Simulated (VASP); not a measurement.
BaRe: single point with PBEsol

Crystal: BaRe.

```
Ba Re
1.0
     3.63921    0.00000    0.00000
     0.00000    3.63921    0.00000
     0.00000    0.00000    3.63921
Ba Re
1 1
Direct
  0.00000 0.00000 0.00000
  0.50000 0.50000 0.50000
```

This cell differs from its parent crystal: volume scaled by 1.020.

| Quantity | Value |
| --- | --- |
| Program | VASP 6.6.1 |
| Task | single point |
| Functional | PBEsol |
| Potentials or basis | VASP PAW PBE potentials, release 64 (Ba_sv, Re) |
| Cutoff | 520 eV |
| k mesh | 8 × 8 × 8 |
| Occupations | gaussian, width 0.05 eV |
| Spin | no spin polarisation |

```json
{
 "Pressure": "1.2 GPa"
}
```

Levels at points of the mesh, in eV from the Fermi level:
```tsv
k point	band 4	band 5	band 6	band 7	band 8	band 9	band 10	band 11	band 12	band 13
(0.00, 0.00, 0.00)	-11.33	-4.42	-2.87	-2.87	-0.09	-0.09	-0.09	4.28	4.28	8.82
(0.50, 0.00, 0.00)	-11.27	-1.79	-0.94	-0.41	0.17	0.17	0.31	1.56	1.64	3.52
(0.50, 0.50, 0.00)	-10.99	-3.83	-1.95	-1.30	-1.30	1.20	1.21	4.10	4.10	5.16
(0.50, 0.50, 0.50)	-12.61	-0.39	-0.39	-0.39	0.21	0.21	0.21	1.27	1.27	2.30
```

Wall time 9.9 s on 1 thread of Intel(R) Xeon(R) 6975P-C (Granite Rapids), with other jobs on the host, peak memory 0.17 GiB.

Caveat: the PAW data sets were made with another functional, which shifts forces and pressure a little; spin-orbit coupling is left out, which moves the levels of the heavy elements.
